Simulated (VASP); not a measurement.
# Pb (Im-3m) in VASP: single point with LDA

Aim: the single point of Pb with LDA.

All numbers are computed with VASP 6.6.1; they aren't measurements. Logs are shortened: lines on timing, memory, paths and dates and some standing lists are left out, and cuts for length are marked.

## Step 1: The cell of the first run

It takes space group Im-3m (No. 229, cubic). The conventional cell has a = 3.959 Å, b = 3.959 Å, c = 3.959 Å, α = 90.00°, β = 90.00°, γ = 90.00°. Pb (site symmetry m-3m) has 14 Pb at 3.43 to 3.96 Å within 4.5 Å.

This isn't the form of Pb at room conditions, which is fcc.

## Step 2: Single point, LDA

The input, POSCAR:

```
Pb
1.0
   -1.9796595667      1.9796595667      1.9796595667
    1.9796595667     -1.9796595667      1.9796595667
    1.9796595667      1.9796595667     -1.9796595667
Pb
1
Direct
    0.0000000000      0.0000000000      0.0000000000
```

The input, INCAR.step1:

```
SYSTEM = Pb
GGA = CA ; ISMEAR = 1
SIGMA = 0.1 ; LWAVE = .FALSE.
LCHARG = .TRUE. ; NBANDS = 21
PREC = Accurate ; LASPH = .TRUE.
LREAL = .FALSE. ; ALGO = Normal
EDIFF = 1E-6 ; NELM = 120
GGA_COMPAT = .FALSE. ; ENCUT = 480
```

The input, KPOINTS.step1:

```
k-points
0
Gamma
  11 11 11
```

The input, INCAR.step2:

```
SYSTEM = Pb
GGA = CA ; ISMEAR = -5
LWAVE = .FALSE. ; LCHARG = .FALSE.
NBANDS = 21 ; PREC = Accurate
LASPH = .TRUE. ; LREAL = .FALSE.
ALGO = Normal ; EDIFF = 1E-6
NELM = 120 ; GGA_COMPAT = .FALSE.
ENCUT = 480 ; NEDOS = 4001
LORBIT = 11 ; EMIN = -10.2052
EMAX = 14.7948 ; ICHARG = 11
```

The input, KPOINTS.step2:

```
Automatic mesh
0
Gamma
  29 29 29
  0 0 0
```

Potentials or basis: VASP PAW LDA potentials, release 64 (Pb_d).

On the command line:

```bash
$ cat potpaw_LDA.64/Pb_d/POTCAR > POTCAR
$ cp INCAR.step1 INCAR
$ cp KPOINTS.step1 KPOINTS
$ mpirun -np 1 vasp_std > vasp.out
$ cp INCAR.step2 INCAR
$ cp KPOINTS.step2 KPOINTS
$ mpirun -np 1 vasp_std > vasp.out
```

OUTCAR:

```text
SYSTEM = Pb
   GGA = CA
   ISMEAR = -5
   PREC = Accurate
   LASPH = .TRUE.
   LREAL = .FALSE.
   EDIFF = 1E-6
   NELM = 120
   ENCUT = 480
   LORBIT = 11
   EMIN = -10.2052
   ICHARG = 11

 ion  position               nearest neighbor table
   1  0.000  0.000  0.000-

  LATTYP: Found a body centered cubic cell.
 ALAT       =     3.9593191334

  Lattice vectors:

 A1 = (  -1.9796595667,   1.9796595667,   1.9796595667)
 A2 = (   1.9796595667,  -1.9796595667,   1.9796595667)
 A3 = (   1.9796595667,   1.9796595667,  -1.9796595667)

Analysis of symmetry for initial positions (statically):
=====================================================================
 Subroutine PRICEL returns:
 Original cell was already a primitive cell.

 Routine SETGRP: Setting up the symmetry group for a
 body centered cubic supercell.

 Subroutine GETGRP returns: Found 48 space group operations
 (whereof 48 operations were pure point group operations)
 out of a pool of 48 trial point group operations.

The static configuration has the point symmetry O_h .

Analysis of symmetry for dynamics (positions and initial velocities):
=====================================================================
 Subroutine PRICEL returns:
 Original cell was already a primitive cell.

 Routine SETGRP: Setting up the symmetry group for a
 body centered cubic supercell.

 Subroutine GETGRP returns: Found 48 space group operations
 (whereof 48 operations were pure point group operations)
 out of a pool of 48 trial point group operations.

The dynamic configuration has the point symmetry O_h .

 Subroutine INISYM returns: Found 48 space group operations
 (whereof 48 operations are pure point group operations),
 and found     1 'primitive' translations

----------------------------------------------------------------------------------------

                                     Primitive cell

  volume of cell :      31.0336

  direct lattice vectors                    reciprocal lattice vectors
    -1.979659567  1.979659567  1.979659567     0.000000000  0.252568678  0.252568678
     1.979659567 -1.979659567  1.979659567     0.252568678  0.000000000  0.252568678
     1.979659567  1.979659567 -1.979659567     0.252568678  0.252568678  0.000000000

  length of vectors
     3.428870951  3.428870951  3.428870951     0.357186050  0.357186050  0.357186050

  position of ions in fractional coordinates (direct lattice)
     0.000000000  0.000000000  0.000000000

  ion indices of the primitive-cell ions
   primitive index   ion index
                 1           1

----------------------------------------------------------------------------------------

 KPOINTS: Automatic mesh

Automatic generation of k-mesh.
 Grid dimensions read from file:
 generate k-points for:   29   29   29

 Generating k-lattice:

  Cartesian coordinates                     Fractional coordinates (reciprocal lattice)
     0.000000000  0.008709265  0.008709265     0.034482759  0.000000000  0.000000000
     0.008709265  0.000000000  0.008709265     0.000000000  0.034482759  0.000000000
     0.008709265  0.008709265  0.000000000     0.000000000  0.000000000  0.034482759

  Length of vectors
     0.012316760  0.012316760  0.012316760

  Shift w.r.t. Gamma in fractional coordinates (k-lattice)
     0.000000000  0.000000000  0.000000000

 TETIRR: Found  29434 inequivalent tetrahedra from   146334

 Subroutine IBZKPT returns following result:
 ===========================================

 Found    680 irreducible k-points:

 Following reciprocal coordinates:
            Coordinates               Weight
  0.000000  0.000000  0.000000      1.000000
  0.034483  0.000000  0.000000     12.000000
  0.068966  0.000000  0.000000     12.000000
  0.103448  0.000000  0.000000     12.000000
  0.137931  0.000000  0.000000     12.000000
  0.172414  0.000000  0.000000     12.000000
[... 16 lines left out ...]
  0.275862  0.034483  0.000000     48.000000
  0.310345  0.034483  0.000000     48.000000
 [... further k-points ...]
   k-points           NKPTS =    680   k-points in BZ     NKDIM =    680   number of bands    NBANDS=     21
   number of dos      NEDOS =   4001   number of ions     NIONS =      1
   total plane-waves  NPLWV =  21952
   dimension x,y,z NGX =    28 NGY =   28 NGZ =   28
   dimension x,y,z NGXF=    56 NGYF=   56 NGZF=   56
   ions per type =               1
   NGX,Y,Z   is equivalent  to a cutoff of  13.58, 13.58, 13.58 a.u.
   NGXF,Y,Z  is equivalent  to a cutoff of  27.15, 27.15, 27.15 a.u.
 SYSTEM =  Pb
   PREC   = accura    normal or accurate (medium, high low for compatibility)
   ISTART =      0    job   : 0-new  1-cont  2-samecut
   ICHARG =     11    charge: 1-file 2-atom 10-const
   ISPIN  =      1    spin polarized calculation?
   LNONCOLLINEAR =      F non collinear calculations
   LSORBIT =      F    spin-orbit coupling
   LASPH  =      T    aspherical Exc in radial PAW
   ENCUT  =  480.0 eV  35.28 Ry    5.94 a.u.   6.13  6.13  6.13*2*pi/ulx,y,z
   NELM   =    120;   NELMIN=  2; NELMDL=  0     # of ELM steps
   EDIFF  = 0.1E-05   stopping-criterion for ELM
   LREAL  =      F    real-space projection
   EDIFFG = 0.1E-04   stopping-criterion for IOM
   NSW    =      0    number of steps for IOM
   IBRION =     -1    ionic relax: 0-MD 1-quasi-New 2-CG
   NFREE  =      0    steps in history (QN), initial steepest desc. (CG)
   ISIF   =      2    stress and relaxation
   ISYM   =      2    0-nonsym 1-usesym 2-fastsym
   POTIM  = 0.5000    time-step for ionic-motion
   TEBEG  =    0.0;   TEEND  =   0.0 temperature during run

   SCALEE = 1.0000    scale energy and forces
   PSTRESS=    0.0 pullay stress
   NELECT =      14.0000    total number of electrons
   NUPDOWN=      -1.0000    fix difference up-down
   EMIN   = -10.21;   EMAX   = 14.79  energy-range for DOS
   EFERMI =   0.00;   METHOD = LEGACY
   ISMEAR =    -5;   SIGMA  =   0.20  broadening in eV -4-tet -1-fermi 0-gaus
   EFERMI_NEDOS =   21; number of points for ismear=-14 and -15
   IALGO  =     38    algorithm
   IMIX   =      4    mixing-type and parameters
     AMIX     =   0.40;   BMIX     =  1.00
     AMIX_MAG =   1.60;   BMIX_MAG =  1.00
  volume/ion in A,a.u.               =      31.03       209.42
  Fermi-wavevector in a.u.,A,eV,Ry     =   1.255568  2.372680 21.448927  1.576452
  Thomas-Fermi vector in A             =   2.389319
   LORBIT       =     11    0 simple, 1 ext, 2 COOP (PROOUT), +10 PAW based schemes
   GGA     = CA    functional components
   LHFCALC =     F    Hartree Fock is set to
   AEXX    =    0.0000 exact exchange contribution
   IVDW    =     0    specifies the selected vdW correction
   LEPSILON=     F    determine dielectric tensor
   LRPA    =     F    only Hartree local field effects (RPA)

   CSHIFT  =0.1000    complex shift for real part using Kramers Kronig

   OMEGAMAX=  -1.0    maximum frequency
 non-spin polarized calculation
 Fermi weights with tetrahedron method with Bloechl corrections
  energy-cutoff  :      480.00
  volume of cell :       31.03
 maximum number of plane-waves:       767
 NGX is ok and might be reduce to    28

 number of electron      14.0000002 magnetization

 Free energy of the ion-electron system (eV)
  ---------------------------------------------------
  ext. energy  EPLUGINS =         0.00000000
  ---------------------------------------------------
  free energy    TOTEN  =        -4.19554603 eV

  energy without entropy =       -4.19554603  energy(sigma->0) =       -4.19554603

 E-fermi :   6.7408     XC(G=0): -10.3476

 val. band max:        6.8389231632   @ k =  -0.3103   0.3103   0.3103
 cond. band min:       6.7438958093   @ k =  -0.4138   0.4138   0.4138
 fundamental gap:     -0.0950273539
 Fermi energy:         6.7407732857

 k-point     1 :       0.0000    0.0000    0.0000
  band No.  band energies     occupation
      1     -10.2969      2.00000
      2     -10.2969      2.00000
      3     -10.2969      2.00000
      4     -10.0682      2.00000
      5     -10.0682      2.00000
      6      -4.8639      2.00000
[... 11 lines left out ...]
     18      20.5185      0.00000
     19      32.2279      0.00000

 k-point     2 :       0.0345    0.0000    0.0000
  band No.  band energies     occupation
      1     -10.2978      2.00000
      2     -10.2956      2.00000
      3     -10.2927      2.00000
      4     -10.0692      2.00000
      5     -10.0682      2.00000
      6      -4.8403      2.00000
[... 11 lines left out ...]
     18      20.7731      0.00000
     19      32.0621      0.00000

 k-point     3 :       0.0690    0.0000    0.0000
  band No.  band energies     occupation
      1     -10.3006      2.00000
      2     -10.2921      2.00000
      3     -10.2806      2.00000
      4     -10.0723      2.00000
      5     -10.0685      2.00000
      6      -4.7695      2.00000
[... 11 lines left out ...]
     18      21.5697      0.00000
     19      31.6193      0.00000

 k-point     4 :       0.1034    0.0000    0.0000
  band No.  band energies     occupation
      1     -10.3050      2.00000
      2     -10.2869      2.00000
      3     -10.2608      2.00000
      4     -10.0771      2.00000
      5     -10.0690      2.00000
      6      -4.6516      2.00000
[... 11 lines left out ...]
     18      22.6672      0.00000
     19      31.0064      0.00000

 k-point     5 :       0.1379    0.0000    0.0000
  band No.  band energies     occupation
      1     -10.3110      2.00000
      2     -10.2805      2.00000
      3     -10.2344      2.00000
      4     -10.0830      2.00000
      5     -10.0695      2.00000
      6      -4.4864      2.00000
[... 11 lines left out ...]
     18      23.9157      0.00000
     19      30.3107      0.00000

 k-point     6 :       0.1724    0.0000    0.0000
  band No.  band energies     occupation
      1     -10.3181      2.00000
      2     -10.2743      2.00000
      3     -10.2023      2.00000
      4     -10.0892      2.00000
      5     -10.0702      2.00000
      6      -4.2745      2.00000
[... 11 lines left out ...]
     18      25.2517      0.00000
     19      29.5870      0.00000

 k-point     7 :       0.2069    0.0000    0.0000
  band No.  band energies     occupation
      1     -10.3262      2.00000
      2     -10.2692      2.00000
      3     -10.1660      2.00000
      4     -10.0947      2.00000
      5     -10.0710      2.00000
      6      -4.0164      2.00000
[... 11 lines left out ...]
     18      26.6389      0.00000
     19      28.8680      0.00000

 k-point     8 :       0.2414    0.0000    0.0000
  band No.  band energies     occupation
      1     -10.3347      2.00000
      2     -10.2665      2.00000
      3     -10.1271      2.00000
      4     -10.0985      2.00000
      5     -10.0718      2.00000
      6      -3.7139      2.00000
[... 256 lines left out ...]
 k-point    20 :       0.1724    0.0345   -0.0000
  band No.  band energies     occupation
      1     -10.3205      2.00000
      2     -10.2729      2.00000
      3     -10.1823      2.00000
      4     -10.0927      2.00000
      5     -10.0707      2.00000
      6      -4.1336      2.00000
[... 11 lines left out ...]
     18      25.9489      0.00000
     19      29.0400      0.00000

 k-point    21 :       0.2069    0.0345    0.0000
  band No.  band energies     occupation
      1     -10.3288      2.00000
      2     -10.2683      2.00000
      3     -10.1452      2.00000
      4     -10.0974      2.00000
      5     -10.0715      2.00000
      6      -3.8532      2.00000
[... 11 lines left out ...]
     18      27.3455      0.00000
     19      28.3414      0.00000

 k-point    22 :       0.2414    0.0345    0.0000
  band No.  band energies     occupation
      1     -10.3373      2.00000
      2     -10.2665      2.00000
      3     -10.1071      2.00000
      4     -10.0993      2.00000
      5     -10.0723      2.00000
      6      -3.5296      2.00000
[... 11 lines left out ...]
     18      27.6927      0.00000
     19      28.7003      0.00000

 k-point    23 :       0.2759    0.0345    0.0000
  band No.  band energies     occupation
      1     -10.3458      2.00000
      2     -10.2677      2.00000
      3     -10.1003      2.00000
      4     -10.0734      2.00000
      5     -10.0671      2.00000
      6      -3.1664      2.00000
[... 11 lines left out ...]
     18      27.1664      0.00000
     19      28.4157      0.00000

 k-point    24 :       0.3103    0.0345    0.0000
  band No.  band energies     occupation
      1     -10.3537      2.00000
      2     -10.2716      2.00000
      3     -10.0980      2.00000
      4     -10.0739      2.00000
      5     -10.0305      2.00000
      6      -2.7698      2.00000
[... 11 lines left out ...]
     18      27.1466      0.00000
     19      27.9598      0.00000

 [... further k-points ...]

 [bands above 19 left out]

------------------------ aborting loop because EDIFF is reached ----------------------------------------

  FORCE on cell =-STRESS in cart. coord.  units (eV):
  Direction    XX          YY          ZZ          XY          YZ          ZX
  --------------------------------------------------------------------------------------
  -------------------------------------------------------------------------------------
  Total       -0.5693959     -0.5693959     -0.5693959      0.0000000     -0.0000000     -0.0000000
  in kB      -29.3963479    -29.3963479    -29.3963479      0.0000000     -0.0000000     -0.0000000
  external PRESSURE =     -29.3963479 kB  Pullay stress =       0.0000000 kB

 VOLUME and BASIS-vectors are now :
 -----------------------------------------------------------------------------
  energy-cutoff  :      480.00
  volume of cell :       31.03
      direct lattice vectors                 reciprocal lattice vectors
    -1.979659567  1.979659567  1.979659567     0.000000000  0.252568678  0.252568678
     1.979659567 -1.979659567  1.979659567     0.252568678  0.000000000  0.252568678
     1.979659567  1.979659567 -1.979659567     0.252568678  0.252568678  0.000000000

 POSITION                                       TOTAL-FORCE (eV/Angst)
 -----------------------------------------------------------------------------------
      0.00000      0.00000      0.00000        -0.000000     -0.000000     -0.000000
 -----------------------------------------------------------------------------------
    total drift:                               -0.000000     -0.000000      0.000000

  FREE ENERGIE OF THE ION-ELECTRON SYSTEM (eV)
  ---------------------------------------------------
  free  energy   TOTEN  =        -4.1955460286 eV

  energy  without entropy=       -4.1955460286  energy(sigma->0) =       -4.19554603

 total charge

# of ion       s       p       d       tot
------------------------------------------
    1        1.398   0.747   9.805  11.950
```

Wall time 5.1 min (1 thread of AMD EPYC 7R13 (Zen 3), shared host); peak memory 0.47 GiB.

What came out:

| Quantity | Value |
| --- | --- |
| Valence electrons inside the program's atomic spheres | Pb 11.95 |
| Density of states at the Fermi level | 0.61 states/eV/atom |

Caveat: spin-orbit coupling is left out, which moves the levels of the heavy elements; tetrahedron occupations give inexact forces and stress in metals.
